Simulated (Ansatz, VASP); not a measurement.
## Two plane-wave programs on WS2

POSCAR

```
WS2
1.0
    3.1832085602      0.0000000000      0.0000000000
   -1.5916042801      2.7567394786      0.0000000000
    0.0000000000      0.0000000000     23.6687632500
W S
2 4
Direct
    0.3333333300      0.6666666700      0.6373175400
    0.6666666700      0.3333333300      0.3626824600
    0.3333333300      0.6666666700      0.2968161100
    0.6666666700      0.3333333300      0.5714418300
    0.3333333300      0.6666666700      0.4285581700
    0.6666666700      0.3333333300      0.7031838900
```

Contents of INCAR.step1:

```
SYSTEM = WS2
PREC = Accurate
ENCUT = 520
ISMEAR = 0
SIGMA = 0.1
LREAL = .False.
LASPH = .True.
NELM = 60
NBANDS = 35
GGA = PE
ALGO = Normal
EDIFF = 1E-4
LWAVE = .True.
LCHARG = .False.
```

The input INCAR.step2:

```
SYSTEM = WS2
PREC = Accurate
ENCUT = 520
EDIFF = 1E-7
ISMEAR = 0
SIGMA = 0.1
LREAL = .False.
LASPH = .True.
NELM = 60
ALGO = Normal
ISIF = 2
LWAVE = .False.
LCHARG = .False.
METAGGA = R2SCAN
LMIXTAU = .True.
NBANDS = 35
ISTART = 1
```

The input KPOINTS:

```
regular mesh
0
Gamma
  6 6 1
  0 0 0
```

Input for Ansatz:

```yaml
crystal:
  lattice:
    - [3.1832085602, 0.0, 0.0]
    - [-1.5916042801, 2.7567394786, 0.0]
    - [0.0, 0.0, 23.66876325]
  atoms:
    - { symbol: W, position: [0.33333333, 0.66666667, 0.63731754] }
    - { symbol: W, position: [0.66666667, 0.33333333, 0.36268246] }
    - { symbol: S, position: [0.33333333, 0.66666667, 0.29681611] }
    - { symbol: S, position: [0.66666667, 0.33333333, 0.57144183] }
    - { symbol: S, position: [0.33333333, 0.66666667, 0.42855817] }
    - { symbol: S, position: [0.66666667, 0.33333333, 0.70318389] }
basis:
  ecutwfc: 500
kpoints:
  mp_grid: { grid: [6, 6, 1] }
hamiltonian:
  xc: r2scan
scf:
  occupations: { method: gaussian, width: 0.1 }
output:
  forces: true
  stress: true
  eigenvalues: true
```

Alike in both runs: task single point; functional r2SCAN; k mesh 6 × 6 × 1; occupations gaussian, width 0.1 eV; no spin polarisation.

|  | VASP | Ansatz |
| --- | --- | --- |
| version | VASP 6.6.1 | Ansatz 0.2.0 |
| potentials or method | VASP PAW PBE potentials, release 64 (W_sv, S), cutoff 520 eV | scalar-relativistic, plane waves, PAW |
| valence electrons in the cell | 52 | 52 |

```csv
,VASP,Ansatz,Ansatz less VASP
gap on the k mesh at the Fermi level (eV),1.58,1.56,-0.018
least direct gap on the mesh (eV),1.89,1.89,-0.004
rms of the force components (eV/Å),0.008,0.004,-0.0043
```

VASP's potentials were made for PBE, not for r2SCAN. Atom by atom the forces differ by 0.010 eV/Å (rms over components). The functional is the same, so the differences come from potentials, cutoffs and numerics.

Neither program's run includes spin-orbit coupling.
